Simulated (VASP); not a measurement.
BiMo (rocksalt type):

```xyz
2
Lattice="0.0000 2.8445 2.8445 2.8445 0.0000 2.8445 2.8445 2.8445 0.0000" Properties=species:S:1:pos:R:3 pbc="T T T"
Mo    0.0000    0.0000    0.0000
Bi    2.8445    2.8445    2.8445
```

Base run:

```yaml
Program: VASP 6.6.1
Functional: PBEsol
Potentials_or_basis: VASP PAW PBE potentials, release 64 (Mo_sv, Bi_d)
Cutoff: 520 eV
k_mesh: 12 × 12 × 12
Occupations: fermi-dirac, width 0.05 eV
Spin: no spin polarisation
```

Its results: band gap on the k mesh zero (an odd number of electrons rules out a gap without spin polarisation); pressure -4.6 GPa.

The run is repeated on the same cell with these changes: functional from PBEsol to LDA; potentials or basis from VASP PAW PBE potentials, release 64 (Mo_sv, Bi_d) to VASP PAW LDA potentials, release 64 (Mo_sv, Bi_d). What comes out?

Band gap on the k mesh zero (an odd number of electrons rules out a gap without spin polarisation); pressure -6.7 GPa.

Caveats: the cell stands under tension; spin-orbit coupling is left out, which moves the levels of the heavy elements; the PAW data sets were made with another functional, which shifts forces and pressure a little (at least some runs).
